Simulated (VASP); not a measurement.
# Au (Im-3m) in VASP: a series of runs, part 2 of 2

VASP 6.6.1. The steps go on from the part before.

### Step 3. Relaxation of cell and atoms, LDA, target pressure 5 GPa, at which the enthalpy is minimised

Contents of INCAR:

```
PREC = Accurate
ENCUT = 600
EDIFF = 1E-6
ISMEAR = 1
SIGMA = 0.05
LREAL = F
LASPH = T
NELM = 60
ALGO = Normal
ISIF = 3
LWAVE = F
LCHARG = F
IBRION = 2
NSW = 80
EDIFFG = -0.02
PSTRESS = 50.0
```

Contents of KPOINTS:

```
Automatic mesh
0
Gamma
  12 12 12
```

Contents of POSCAR:

```
Au
1.0
   -1.6572690000      1.6572690000      1.6572690000
    1.6572690000     -1.6572690000      1.6572690000
    1.6572690000      1.6572690000     -1.6572690000
Au
1
Direct
    0.0000000000      0.0000000000      0.0000000000
```

Potentials or basis: VASP PAW LDA potentials, release 64 (Au).

Started as:

```sh
$ cat potpaw_LDA.64/Au/POTCAR > POTCAR
$ mpirun -np 1 vasp_std > vasp.out
```

OUTCAR:

```text
PREC = Accurate
   ENCUT = 600
   EDIFF = 1E-6
   ISMEAR = 1
   LREAL = F
   LASPH = T
   NELM = 60
   ISIF = 3
   IBRION = 2
   NSW = 80
   EDIFFG = -0.02
   PSTRESS = 50.0

 ion  position               nearest neighbor table
   1  0.000  0.000  0.000-

  LATTYP: Found a body centered cubic cell.
 ALAT       =     3.3145380000

  Lattice vectors:

 A1 = (  -1.6572690000,   1.6572690000,   1.6572690000)
 A2 = (   1.6572690000,  -1.6572690000,   1.6572690000)
 A3 = (   1.6572690000,   1.6572690000,  -1.6572690000)

Analysis of symmetry for initial positions (statically):
=====================================================================
 Subroutine PRICEL returns:
 Original cell was already a primitive cell.

 Routine SETGRP: Setting up the symmetry group for a
 body centered cubic supercell.

 Subroutine GETGRP returns: Found 48 space group operations
 (whereof 48 operations were pure point group operations)
 out of a pool of 48 trial point group operations.

The static configuration has the point symmetry O_h .

Analysis of symmetry for dynamics (positions and initial velocities):
=====================================================================
 Subroutine PRICEL returns:
 Original cell was already a primitive cell.

 Routine SETGRP: Setting up the symmetry group for a
 body centered cubic supercell.
[... 136 lines left out ...]
 Methfessel and Paxton  Order N= 1 SIGMA  =   0.05
  energy-cutoff  :      600.00
  volume of cell :       18.21
 maximum number of plane-waves:       623
   NGX = 11   NGY = 11   NGZ = 11

--------------------------------------- Ionic step        1  -------------------------------------------

 number of electron      10.9999998 magnetization

 Free energy of the ion-electron system (eV)
  ---------------------------------------------------
  ext. energy  EPLUGINS =         0.00000000
  ---------------------------------------------------
  free energy    TOTEN  =        -4.34545501 eV

  energy without entropy =       -4.34559527  energy(sigma->0) =       -4.34550177

 E-fermi :   8.2803     XC(G=0): -12.6087

 val. band max:        8.2317590112   @ k =   0.4167   0.0833   0.0000
 cond. band min:       8.2984710569   @ k =  -0.3333   0.3333   0.3333
 fundamental gap:      0.0667120458
 Fermi energy:         8.2802616401

 k-point     1 :       0.0000    0.0000    0.0000
  band No.  band energies     occupation
      1      -1.0211      2.00000
      2       3.6488      2.00000
      3       3.6488      2.00000
      4       3.6488      2.00000
      5       5.4201      2.00000
      6       5.4201      2.00000
      7      24.6594      0.00000
      8      24.6594      0.00000
      9      24.6594      0.00000
[... 423 lines left out ...]
--------------------------------------- Ionic step        5  -------------------------------------------

 number of electron      10.9999999 magnetization

 Free energy of the ion-electron system (eV)
  ---------------------------------------------------
  ext. energy  EPLUGINS =         0.00000000
  ---------------------------------------------------
  free energy    TOTEN  =        -4.41373469 eV

  energy without entropy =       -4.41373292  energy(sigma->0) =       -4.41373410

 E-fermi :  10.2025     XC(G=0): -13.2702

 val. band max:       10.1990112902   @ k =  -0.3333   0.3333   0.3333
 cond. band min:      10.2556931836   @ k =   0.5000   0.5000   0.0833
 fundamental gap:      0.0566818934
 Fermi energy:        10.2025383809

 k-point     1 :       0.0000    0.0000    0.0000
  band No.  band energies     occupation
      1      -0.2978      2.00000
      2       4.9446      2.00000
      3       4.9446      2.00000
      4       4.9446      2.00000
      5       7.0725      2.00000
      6       7.0725      2.00000
      7      26.5945      0.00000
      8      26.5945      0.00000
      9      26.5945      0.00000
[... 308 lines left out ...]
  energy  without entropy=       -4.4137329176  energy(sigma->0) =       -4.41373410

  enthalpy is  TOTEN    =        -3.9071155923 eV   P V=        0.5066190963

 reached required accuracy - stopping structural energy minimisation
```

CONTCAR:

```text
Au
   1.00000000000000
    -1.5950980380799538    1.5950980380799538    1.5950980380799538
     1.5950980380799538   -1.5950980380799538    1.5950980380799538
     1.5950980380799538    1.5950980380799538   -1.5950980380799538
  Au
     1
Direct
     0.0000000000000000    0.0000000000000000    0.0000000000000000

  0.00000000E+00  0.00000000E+00  0.00000000E+00
```

Wall time 11 s (1 thread of Intel Xeon 6975P-C (Granite Rapids), shared host); peak memory 0.16 GiB.

What came out:

| Property | Result |
| --- | --- |
| Free energy | -4.4137 eV |
| Relaxed volume | 16.23 Å³/atom |
| Relaxed cell | a = 2.763 Å, b = 2.763 Å, c = 2.763 Å, α = 109.47°, β = 109.47°, γ = 109.47° |
| Space group after relaxing (to 0.05 Å) | Im-3m (No. 229) |
| Energy change on relaxing (the enthalpy is what falls) | -68.3 meV/atom |
| Ionic steps | 5 |
| Pressure after relaxing | 5.0 GPa |

The path:
| step | energy change (eV) | largest force (eV/Å) | pressure (GPa) | volume (Å³) |
| --- | --- | --- | --- | --- |
| 1 | 0.0000 | 0.0000 | -13.62 | 18.21 |
| 2 | 0.6459 | 0.0000 | 86.05 | 13.18 |
| 3 | -0.0713 | 0.0000 | 3.53 | 16.35 |
| 4 | -0.0694 | 0.0000 | 4.51 | 16.27 |
| 5 | -0.0683 | 0.0000 | 5.00 | 16.23 |

Final structure:
```
Au
1.0
    -1.59510    1.59510    1.59510
     1.59510   -1.59510    1.59510
     1.59510    1.59510   -1.59510
Au
1
Direct
  0.00000 0.00000 0.00000
```

Levels at points of the mesh, in eV from the Fermi level:
```tsv
k point	band 2	band 3	band 4	band 5	band 6	band 7	band 8	band 9
(0.00, 0.00, 0.00)	-5.26	-5.26	-5.26	-3.13	-3.13	16.39	16.39	16.39
(0.50, 0.00, 0.00)	-6.45	-3.29	-2.89	-1.43	-0.96	3.78	12.28	14.10
(0.50, 0.50, 0.50)	-7.39	-1.86	-1.86	-1.86	6.21	6.21	6.21	10.23
```

Caveat: the cell is relaxed towards a set pressure, so the enthalpy falls and the energy may rise; spin-orbit coupling is left out, which moves the levels of the heavy elements.

### Step 4. Relaxation of cell and atoms, LDA, target pressure 10 GPa, at which the enthalpy is minimised

Contents of INCAR:

```
PREC = Accurate
ENCUT = 600
EDIFF = 1E-6
ISMEAR = 1
SIGMA = 0.05
LREAL = False
LASPH = True
NELM = 80
ALGO = Normal
ISIF = 3
LWAVE = False
LCHARG = False
GGA = CA
IBRION = 2
NSW = 80
EDIFFG = -0.02
PSTRESS = 100.0
```

KPOINTS is that of step 3.

POSCAR is that of step 3.

Started as:

```sh
$ cat potpaw_LDA.64/Au/POTCAR > POTCAR
$ mpirun -np 1 vasp_std > vasp.out
```

Wall time 12 s (1 thread of Intel Xeon 6975P-C (Granite Rapids), shared host); peak memory 0.15 GiB.

It converged, with:

* Free energy: -4.3976 eV
* Relaxed volume: 15.89 Å³/atom
* Relaxed cell: a = 2.743 Å, b = 2.743 Å, c = 2.743 Å, α = 109.47°, β = 109.47°, γ = 109.47°
* Space group after relaxing (to 0.05 Å): Im-3m (No. 229)
* Energy change on relaxing (the enthalpy is what falls): -52.2 meV/atom
* Ionic steps: 5
* Pressure after relaxing: 10.0 GPa

The path:
```tsv
step	energy change (eV)	largest force (eV/Å)	pressure (GPa)	volume (Å³)
1	0.0000	0.0000	-13.62	18.21
2	1.5068	0.0000	155.14	12.01
3	-0.0623	0.0000	7.23	16.08
4	-0.0567	0.0000	8.85	15.97
5	-0.0522	0.0000	10.04	15.89
```

Final structure:
```
Au
1.0
    -1.58373    1.58373    1.58373
     1.58373   -1.58373    1.58373
     1.58373    1.58373   -1.58373
Au
1
Direct
  0.00000 0.00000 0.00000
```

Levels at points of the mesh, in eV from the Fermi level:
```csv
k point,band 1,band 2,band 3,band 4,band 5,band 6,band 7,band 8,band 9
"(0.00, 0.00, 0.00)",-10.72,-5.37,-5.37,-5.37,-3.16,-3.16,16.40,16.40,16.40
"(0.50, 0.00, 0.00)",-8.02,-6.60,-3.33,-2.92,-1.40,-1.04,3.95,12.30,14.28
"(0.50, 0.50, 0.50)",-7.59,-7.59,-1.84,-1.84,-1.84,6.26,6.26,6.26,10.53
```

Caveat: the cell is relaxed towards a set pressure, so the enthalpy falls and the energy may rise; spin-orbit coupling is left out, which moves the levels of the heavy elements.

### Step 5. Relaxation of cell and atoms, LDA, target pressure 20 GPa, at which the enthalpy is minimised

Contents of INCAR:

```
SYSTEM = Au
PREC = Accurate
ENCUT = 600
EDIFF = 1E-6
ISMEAR = 1
SIGMA = 0.05
LREAL = .FALSE.
LASPH = .TRUE.
NELM = 60
ALGO = Normal
ISIF = 3
LWAVE = .FALSE.
LCHARG = .FALSE.
GGA = CA
IBRION = 2
NSW = 80
EDIFFG = -0.02
PSTRESS = 200.0
```

Contents of KPOINTS:

```
regular mesh
0
G
  12 12 12
  0 0 0
```

POSCAR is that of step 4.

Started as:

```sh
$ cat potpaw_LDA.64/Au/POTCAR > POTCAR
$ mpirun -np 1 vasp_std > vasp.out
```

Run time: 13 s. Hardware: 1 thread of Intel Xeon 6975P-C (Granite Rapids), shared host; peak memory 0.16 GiB.

Results (log left out):

* Free energy: -4.3438 eV
* Relaxed volume: 15.31 Å³/atom
* Relaxed cell: a = 2.709 Å, b = 2.709 Å, c = 2.709 Å, α = 109.47°, β = 109.47°, γ = 109.47°
* Space group after relaxing (to 0.05 Å): Im-3m (No. 229)
* Energy change on relaxing (the enthalpy is what falls): +1.6 meV/atom
* Ionic steps: 5
* Pressure after relaxing: 20.2 GPa

The path:
```tsv
step	energy change (eV)	largest force (eV/Å)	pressure (GPa)	volume (Å³)
1	0.0000	0.0000	-13.62	18.21
2	5.0287	0.0000	414.87	9.88
3	-0.0389	0.0000	13.07	15.70
4	-0.0222	0.0000	16.21	15.52
5	0.0016	0.0000	20.17	15.31
```

Final structure:
```xyz
1
Lattice="-1.5643 1.5643 1.5643 1.5643 -1.5643 1.5643 1.5643 1.5643 -1.5643" Properties=species:S:1:pos:R:3 pbc="T T T"
Au    0.0000    0.0000    0.0000
```

Levels at points of the mesh, in eV from the Fermi level:
```
           k point  band 2  band 3  band 4  band 5  band 6  band 7  band 8  band 9
(0.00, 0.00, 0.00)   -5.52   -5.52   -5.52   -3.19   -3.19   16.44   16.44   16.44
(0.50, 0.00, 0.00)   -6.84   -3.36   -2.92   -1.29   -1.13    4.28   12.36   14.63
(0.50, 0.50, 0.50)   -7.90   -1.77   -1.77   -1.77    6.37    6.37    6.37   11.10
```

Caveat: the cell is relaxed towards a set pressure, so the enthalpy falls and the energy may rise; the volume moved by over 15 % at a fixed basis, so the end points are rough; spin-orbit coupling is left out, which moves the levels of the heavy elements.

### Step 6. Overview

```csv
cell,gap on the mesh (eV),pressure (GPa)
relaxed,none,0.2
relaxed to 5 GPa,none,5.0
relaxed to 10 GPa,none,10.0
relaxed to 20 GPa,none,20.2
```

Alike in all rows: task relaxation of cell and atoms; level LDA; potentials or basis VASP PAW LDA potentials, release 64 (Au); no spin polarisation; k mesh 12 × 12 × 12; cutoff (eV) 600; smearing methfessel-paxton 0.05 eV.

Caveats: spin-orbit coupling is left out, which moves the levels of the heavy elements; the cell is relaxed towards a set pressure, so the enthalpy falls and the energy may rise (some runs); the volume moved by over 15 % at a fixed basis, so the end points are rough (some runs).

Absolute energies hang on the potentials; compare differences alone.
